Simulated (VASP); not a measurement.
GdN: single point with PBEsol

The system is GdN.

```
Gd N
1.0
     3.35297    0.00000    0.00000
    -1.67649    2.90376    0.00000
     0.00000    0.00000    3.04953
Gd N
1 1
Direct
  0.00000 0.00000 0.00000
  0.66667 0.33333 0.56558
```

This cell differs from its parent crystal: atom 2 (N) moved 0.2 Å along z.

```yaml
Program: VASP 6.6.1
Task: single point
Functional: PBEsol
Potentials_or_basis: VASP PAW PBE potentials, release 64 (Gd, N)
Cutoff: 520 eV
k_mesh: 10 × 10 × 10
Occupations: gaussian, width 0.05 eV
Spin: collinear spin, ferromagnetic start
Starting_moments: "[7.52, 0.0] μB"
Dipole_correction: no
Further_INCAR_settings: ALGO = Normal; EDIFF = 1e-06; NBANDS = 22
```

```
Pressure                                              : 2.1 GPa
Largest force                                         : 0.157 eV/Å
Band gap on the k mesh                                : 0.54 eV
Net moment                                            : 7.00 μB per cell
Site moments                                          : Gd +6.79; N -0.05 μB
Valence electrons inside the program's atomic spheres : Gd 15.30; N 3.64
```

Forces on the atoms (eV/Å):
```
Gd   0.000  0.000  0.157
N    0.000  0.000 -0.157
```

Levels at points of the mesh, in eV from the valence-band top:
Spin up:
```csv
k point,band 13,band 14,band 15,band 16,band 17,band 18
"(0.00, 0.00, 0.00)",-1.51,-1.51,-0.92,1.61,3.46,6.36
"(0.50, 0.00, 0.00)",-2.86,-0.87,0.00,0.54,5.58,7.09
"(0.00, 0.00, 0.50)",-2.90,-0.67,-0.67,3.44,3.44,5.56
"(0.50, 0.00, 0.50)",-2.82,-2.10,-1.64,3.23,5.98,7.92
```
Spin down:
```tsv
k point	band 5	band 6	band 7	band 8	band 9	band 10	band 11	band 12
(0.00, 0.00, 0.00)	-12.81	-1.49	-1.49	-0.74	1.11	1.72	2.13	2.13
(0.50, 0.00, 0.00)	-11.25	-3.14	-1.09	-0.48	1.21	1.99	2.00	2.28
(0.00, 0.00, 0.50)	-10.63	-4.00	-1.25	-1.25	1.74	1.98	2.40	2.42
(0.50, 0.00, 0.50)	-11.99	-2.89	-2.10	-1.75	2.06	2.08	2.14	2.26
```

Run time: 6.6 min on 1 thread of Intel(R) Xeon(R) Platinum 8488C (Sapphire Rapids) (shared host), peak memory 0.28 GiB.

Caveat: the cell differs from its parent crystal (atom 2 (N) moved 0.2 Å along z); the PAW data sets were made with another functional, which shifts forces and pressure a little; spin-orbit coupling is left out, which moves the levels of the heavy elements; a cell with one magnetic atom can't hold antiferromagnetic order, which such compounds often take; semilocal functionals describe open f shells poorly, which spoils levels, moments and volumes. The state reached can hang on the start; a lower one may exist.
